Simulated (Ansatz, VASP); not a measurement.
Two plane-wave programs on C

```xyz
2
Lattice="0.0000 2.1587 3.5618 1.2463 0.0000 3.5618 1.2463 2.1587 0.0000" Properties=species:S:1:pos:R:3 pbc="T T T"
C     1.2463    0.7197    3.5618
C     1.2463    3.5976    3.5618
```

Change from the starting cell: strain +0.015 along x and y, +0.000 along z, atoms carried along.

Alike in both runs: task single point; functional r2SCAN; k mesh 14 × 14 × 14; occupations gaussian, width 0.05 eV; no spin polarisation.

|  | VASP | Ansatz |
| --- | --- | --- |
| version | VASP 6.6.1 | Ansatz 0.2.0 |
| potentials or method | VASP PAW PBE potentials, release 64 (C), cutoff 520 eV | scalar-relativistic, plane waves, PAW |
| valence electrons in the cell | 8 | 8 |

|  | VASP | Ansatz | Ansatz less VASP |
| --- | --- | --- | --- |
| gap on the k mesh at the Fermi level (eV) | 0.59 | 0.59 | -0.001 |
| least direct gap on the mesh (eV) | 0.69 | 0.69 | -0.001 |
| pressure (GPa) | -10.6 | -11.3 | -0.61 |
| traceless stress, the component that is largest in VASP (GPa) | 10.65 | 11.35 | +0.702 |

VASP's potentials were made for PBE, not for r2SCAN.
